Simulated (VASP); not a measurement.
Runs of VASP 6.6.1 on SnSe. The structure is that of space group Fm-3m (No. 225), or close to it. The cells are those of the table. 

```csv
cell,gap on the mesh (eV),pressure (GPa)
"a = 4.184 Å, angles 60.0°, 2 atoms",0.50,1.7
"a = 4.096 Å, angles 60.0°, 2 atoms",0.35,6.1
"a = 4.050 Å, angles 60.0°, 2 atoms",0.28,9.0
"a = 4.269 Å, angles 60.0°, 2 atoms",0.50,-1.5
"a = 4.140 Å, angles 60.0°, 2 atoms",0.43,(a)
"a = 4.257 Å, angles 60.0°, 2 atoms",0.50,-1.1
"a = 4.363 Å, angles 60.0°, 2 atoms",0.28,-3.6
"a = 4.227 Å, angles 60.0°, 2 atoms",(b),0.0
```

Alike in all rows: task single point; level PBE+D3(BJ); potentials or basis VASP PAW PBE potentials, release 64 (Sn_d, Se); no spin polarisation; k mesh 10 × 10 × 10; cutoff (eV) 520; smearing gaussian 0.02 eV.

Fill in the values left out.

(a) 3.8; (b) 0.52.

Caveats: spin-orbit coupling is left out, which moves the levels of the heavy elements.

A k mesh can miss the band edges, and the runs leave out spin-orbit coupling on Se, Sn.
